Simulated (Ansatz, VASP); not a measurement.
**Two plane-wave programs on MgS**

```xyz
2
Lattice="0.0000 2.5946 2.5946 2.5946 0.0000 2.5946 2.5946 2.5946 0.0000" Properties=species:S:1:pos:R:3 pbc="T T T"
Mg    0.0000    0.0000    0.0000
S     2.5946    2.5946    2.5946
```

Alike in both runs: task single point; functional PBE; k mesh 8 × 8 × 8; occupations gaussian, width 0.02 eV; no spin polarisation.

|  | VASP | Ansatz |
| --- | --- | --- |
| version | VASP 6.6.1 | Ansatz 0.2.0 |
| potentials or method | VASP PAW PBE potentials, release 64 (Mg, S), cutoff 600 eV | scalar-relativistic, plane waves, PAW |
| valence electrons in the cell | 8 | 16 |

Ansatz gave:

| Quantity | Value |
| --- | --- |
| gap on the k mesh at the Fermi level (eV) | 2.81 |
| least direct gap on the mesh (eV) | 3.79 |
| pressure (GPa) | 1.8 |

Estimate VASP's values.

gap on the k mesh at the Fermi level (eV): 2.79; least direct gap on the mesh (eV): 3.77; pressure (GPa): 1.5.

With one functional, cell and mesh, what is left measures potentials, basis and numerics. VASP's potentials hold 8 valence electrons a cell and Ansatz's 16, so a difference there can come from the potentials and not from the codes.
